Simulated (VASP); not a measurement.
A run of VASP 6.6.1 is set up as follows.

Contents of INCAR:

```
SYSTEM = Bi
PREC     = Accurate       ! precision mode
ENCUT    = 600            ! plane-wave cutoff, eV
EDIFF    = 1E-6           ! SCF threshold, eV
ISMEAR   = -1             ! smearing method
SIGMA    = 0.1            ! smearing width, eV
LREAL    = .FALSE.        ! projectors in reciprocal space
LASPH    = .TRUE.         ! aspherical terms in the spheres
NELM     = 100            ! most SCF steps
ALGO     = Normal         ! electronic algorithm
ISIF     = 4              ! what is computed and relaxed
LWAVE    = .FALSE.        ! write WAVECAR
LCHARG   = .FALSE.        ! write CHGCAR
GGA      = PE             ! functional
IBRION   = 2              ! ionic algorithm
NSW      = 50             ! ionic steps
EDIFFG   = -0.005         ! ionic threshold
```

KPOINTS

```
regular mesh
0
G
  14 14 13
  0 0 0
```

The input POSCAR:

```
Bi
1.0
    2.8245094739      0.0000000000      0.0000000000
   -1.4122547370      2.4460969577      0.0000000000
    0.0000000000      0.0000000000      2.6893662682
Bi
1
Direct
    0.0000000000      0.0000000000      0.0000000000
```

Potentials or basis: VASP PAW PBE potentials, release 64 (Bi_d).

Launch:

```console
$ cat potpaw_PBE.64/Bi_d/POTCAR > POTCAR
$ mpirun -np 1 vasp_std > vasp.out
```

Predict the band gap on the k mesh.

zero (an odd number of electrons rules out a gap without spin polarisation).

Final structure:
```
CELL_PARAMETERS angstrom
2.82885 0.00000 0.00000
-1.41443 2.44986 0.00000
0.00000 0.00000 2.68111
ATOMIC_POSITIONS crystal
Bi 0.00000 0.00000 0.00000
```

Caveat: spin-orbit coupling is left out, which moves the levels of the heavy elements.
